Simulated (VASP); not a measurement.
A run of VASP 6.6.1:

File INCAR:

```
SYSTEM = NaH
PREC = Accurate ; ENCUT = 500
EDIFF = 1E-6 ; ISMEAR = 0
SIGMA = 0.05 ; LREAL = .FALSE.
LASPH = .TRUE. ; NELM = 120
ALGO = Normal ; ISIF = 2
LWAVE = .FALSE. ; LCHARG = .FALSE.
GGA = PE ; NBANDS = 11
GGA_COMPAT = .FALSE.
```

The input KPOINTS:

```
regular mesh
0
G
  10 10 10
  0 0 0
```

POSCAR

```
NaH
1.0
    2.9551240000      0.0000000000      0.0000000000
    0.0000000000      2.9551240000      0.0000000000
    0.0000000000      0.0000000000      2.9551240000
Na H
1 1
Direct
   -0.1015185826      0.0000000000     -0.1015185826
    0.5000000000      0.5000000000      0.5000000000
```

Potentials or basis: VASP PAW PBE potentials, release 64 (Na_pv, H).

The run is started by

```console
$ cat potpaw_PBE.64/Na_pv/POTCAR potpaw_PBE.64/H/POTCAR > POTCAR
$ mpirun -np 1 vasp_std > vasp.out
```

Hardware: 1 thread of Intel Xeon 8259CL (shared host).

Problem. How long does it take, and how much memory?

Solution. Wall time 93 s on 1 thread of Intel Xeon 8259CL, with other jobs on the host, peak memory 0.14 GiB. Counts: scf iterations 12, k points 186.
